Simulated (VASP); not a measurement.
Set up this calculation in VASP 6.6.1, as the native input.

| Item | Value |
| --- | --- |
| Task | single point |
| Functional | PBEsol |
| Potentials or basis | VASP PAW PBE potentials, release 64 (Sb, Se) |
| Cutoff | 520 eV |
| k mesh | 6 × 6 × 6 |
| Occupations | gaussian, width 0.1 eV |
| Spin | no spin polarisation |
| Dipole correction | no |
| Further INCAR settings | ALGO = Normal; EDIFF = 1e-06; NBANDS = 20 |

The structure of SbSe3 lies in POSCAR:

```
SbSe3
1.0
    1.9315117888      1.1151588512      7.6645354291
   -1.9315117888      1.1151588512      7.6645354291
    0.0000000000     -2.2303177024      7.6645354291
Sb Se
1 3
Direct
    0.3927122740      0.3927122740      0.3927122740
    0.2235390926      0.2235390926      0.2235390926
    0.9768227887      0.9768227887      0.9768227887
    0.8054248448      0.8054248448      0.8054248448
```

One way to write it, as run:

INCAR

```
SYSTEM = SbSe3
ALGO = Normal
EDIFF = 1E-6
ENCUT = 520
GGA = PS
ISIF = 2
ISMEAR = 0
LASPH = .TRUE.
LCHARG = .FALSE.
LREAL = .FALSE.
LWAVE = .FALSE.
NBANDS = 20
NELM = 60
PREC = Accurate
SIGMA = 0.1
```

KPOINTS

```
k-points
0
G
  6 6 6
  0 0 0
```

Potentials or basis: VASP PAW PBE potentials, release 64 (Sb, Se).

Command:

```console
$ cat potpaw_PBE.64/Sb/POTCAR potpaw_PBE.64/Se/POTCAR > POTCAR
$ mpirun -np 1 vasp_std > vasp.out
```

Results of the run:

```yaml
Pressure: -3.7 GPa
Largest_force: 0.080 eV/Å
```

Caveat: the PAW data sets were made with another functional, which shifts forces and pressure a little.

Run time: 2.6 min on 1 thread of Intel(R) Xeon(R) Platinum 8488C (Sapphire Rapids), on a shared host, peak memory 0.48 GiB.
